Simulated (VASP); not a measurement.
Wanted: the native input for a VASP 6.6.1 run.

| Property | Result |
| --- | --- |
| Task | single point |
| Functional | PBEsol |
| Potentials or basis | VASP PAW PBE potentials, release 64 (Sn_d) |
| Cutoff | 520 eV |
| k mesh | 18 × 18 × 10 |
| Occupations | fermi-dirac, width 0.1 eV |
| Spin | no spin polarisation |
| Dipole correction | no |
| Further INCAR settings | ALGO = Normal; EDIFF = 1e-07; NBANDS = 21 |

The structure of Sn lies in POSCAR:

```
Sn
1.0
    3.3149333680      0.0000000000      0.0000000000
   -1.6574666840      2.8708165085      0.0000000000
    0.0000000000      0.0000000000      5.5128512027
Sn
2
Direct
    0.3333333333      0.6666666667      0.2500000000
    0.6666666667      0.3333333333      0.7500000000
```

One way to write it, as run:

INCAR

```
SYSTEM = Sn
PREC     = Accurate       ! precision mode
ENCUT    = 520            ! plane-wave cutoff, eV
EDIFF    = 1E-7           ! SCF threshold, eV
ISMEAR   = -1             ! smearing method
SIGMA    = 0.1            ! smearing width, eV
LREAL    = .False.        ! projectors in reciprocal space
LASPH    = .True.         ! aspherical terms in the spheres
NELM     = 80             ! most SCF steps
ALGO     = Normal         ! electronic algorithm
ISIF     = 2              ! what is computed and relaxed
LWAVE    = .False.        ! write WAVECAR
LCHARG   = .False.        ! write CHGCAR
GGA      = PS             ! functional
NBANDS   = 21             ! bands
```

KPOINTS

```
regular mesh
0
Gamma
  18 18 10
  0 0 0
```

Potentials or basis: VASP PAW PBE potentials, release 64 (Sn_d).

Launch:

```sh
$ cat potpaw_PBE.64/Sn_d/POTCAR > POTCAR
$ mpirun -np 1 vasp_std > vasp.out
```

It gave:

| Quantity | Value |
| --- | --- |
| Pressure | 0.0 GPa |
| Band gap on the k mesh | zero (band 14 reaches 14.59 eV, above the bottom of band 15 at 5.91 eV) |

Caveat: the PAW data sets were made with another functional, which shifts forces and pressure a little; spin-orbit coupling is left out, which moves the levels of the heavy elements.

It took 2.6 min on 1 thread of Intel(R) Xeon(R) Platinum 8375C CPU @ 2.90GHz (Ice Lake) (shared host), peak memory 0.31 GiB.
